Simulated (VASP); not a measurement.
A run of VASP 6.6.1:

INCAR

```
PREC     = Accurate       # precision mode
ENCUT    = 520            # plane-wave cutoff, eV
EDIFF    = 1E-6           # SCF threshold, eV
ISMEAR   = 0              # smearing method
SIGMA    = 0.1            # smearing width, eV
LREAL    = F              # projectors in reciprocal space
LASPH    = T              # aspherical terms in the spheres
NELM     = 200            # most SCF steps
ALGO     = Normal         # electronic algorithm
ISIF     = 2              # what is computed and relaxed
LWAVE    = F              # write WAVECAR
LCHARG   = T              # write CHGCAR
ISPIN    = 2              # spin polarisation
MAGMOM   = 0 0 0 0 0 0 0 0 0 0 0 0 1 1 # initial moments
LORBIT   = 11             # projections on sites
LDIPOL   = T            
IDIPOL   = 3            
DIPOL    = 0.5 0.5 0.305
GGA      = PE             # functional
LELF     = T              # ELF
LVHAR    = T            
LVACPOTAV= T            
NBANDS   = 41             # bands
GGA_COMPAT= F            
NELMDL   = -8
```

The input KPOINTS:

```
Automatic mesh
0
Gamma
  5 5 1
```

File POSCAR:

```
Al6O
1.0
    5.7135165838      0.0000000000      0.0000000000
    0.0000000000      5.7135165838      0.0000000000
    0.0000000000      0.0000000000     22.1746954225
Al O
12 2
Direct
    0.2500000000      0.2500000000      0.1803857922
    0.2500000000      0.7500000000      0.1803857922
    0.7500000000      0.2500000000      0.1803857922
    0.7500000000      0.7500000000      0.1803857922
    0.0000000000      0.0000000000      0.2744050915
    0.0000000000      0.5000000000      0.2744050915
    0.5000000000      0.0000000000      0.2744050915
    0.5000000000      0.5000000000      0.2744050915
    0.2500000000      0.2500000000      0.3686497274
    0.2500000000      0.7500000000      0.3686497274
    0.7500000000      0.2500000000      0.3686497274
    0.7500000000      0.7500000000      0.3686497274
    0.1511116898      0.2500000000      0.4859004923
    0.3488883102      0.2500000000      0.4859004923
```

Potentials or basis: VASP PAW PBE potentials, release 64 (Al, O).

Command:

```console
$ cat potpaw_PBE.64/Al/POTCAR potpaw_PBE.64/O/POTCAR > POTCAR
$ mpirun -np 1 vasp_std > vasp.out
```

Hardware: 1 thread of Intel Xeon 8259CL, with other jobs on the host.

Task: How long does it take, and how much memory?

Result: Run time: 49 min on 1 thread of Intel Xeon 8259CL, on a shared host, peak memory 1.1 GiB. Counts: scf iterations 33, k points 9.
